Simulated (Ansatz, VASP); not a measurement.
One calculation of YSe2, two programs

INCAR

```
SYSTEM = YSe2
PREC = Accurate ; ENCUT = 520
EDIFF = 1E-7 ; ISMEAR = 0
SIGMA = 0.01 ; LREAL = .FALSE.
LASPH = .TRUE. ; NELM = 100
ALGO = Normal ; ISIF = 2
LWAVE = .FALSE. ; LCHARG = .FALSE.
GGA = PE ; NBANDS = 32
```

File KPOINTS:

```
regular mesh
0
G
  6 6 6
  0 0 0
```

File POSCAR:

```
YSe2
1.0
   -2.0431026621      2.8502559860      6.6852262685
    2.0431026621     -2.8502559860      6.6852262685
    2.0431026621      2.8502559860     -6.6852262685
Y Se
2 4
Direct
    0.8494990156      0.8494990156      0.0000000000
    0.1505009844      0.1505009844      0.0000000000
    0.7062520812      0.2062520812      0.5000000000
    0.2937479188      0.7937479188      0.5000000000
    0.7883841575      0.5000000000      0.2883841575
    0.2116158425      0.5000000000      0.7116158425
```

Input for Ansatz:

```yaml
crystal:
  lattice:
    - [-2.0431026621, 2.850255986, 6.6852262685]
    - [2.0431026621, -2.850255986, 6.6852262685]
    - [2.0431026621, 2.850255986, -6.6852262685]
  atoms:
    - { symbol: "Y", position: [0.8494990156, 0.8494990156, 0.0] }
    - { symbol: "Y", position: [0.1505009844, 0.1505009844, 0.0] }
    - { symbol: Se, position: [0.7062520812, 0.2062520812, 0.5] }
    - { symbol: Se, position: [0.2937479188, 0.7937479188, 0.5] }
    - { symbol: Se, position: [0.7883841575, 0.5, 0.2883841575] }
    - { symbol: Se, position: [0.2116158425, 0.5, 0.7116158425] }
kpoints:
  mp_grid: { grid: [6, 6, 6] }
hamiltonian:
  xc: pbe
scf:
  occupations: { method: fixed }
  n_extra_bands: 5
output:
  forces: true
  stress: true
  eigenvalues: true
```

Alike in both runs: task single point; functional PBE; k mesh 6 × 6 × 6; no spin polarisation.

|  | VASP | Ansatz |
| --- | --- | --- |
| version | VASP 6.6.1 | Ansatz 0.2.0 |
| potentials or method | VASP PAW PBE potentials, release 64 (Y_sv, Se) | plane waves, PAW |
| plane-wave cutoff (eV) | 520 | 420 |
| occupations | gaussian, width 0.01 eV | fixed |
| valence electrons in the cell | 46 | 86 |

```tsv
	VASP	Ansatz	Ansatz less VASP
gap on the k mesh at the Fermi level (eV)	0.18	0.18	-0.002
pressure (GPa)	0.1	0.0	-0.05
rms of the force components (eV/Å)	0.009	0.002	-0.0071
```

Atom by atom the forces differ by 0.010 eV/Å (rms over components). VASP's potentials hold 46 valence electrons a cell and Ansatz's 86, so a difference there can come from the potentials and not from the codes.
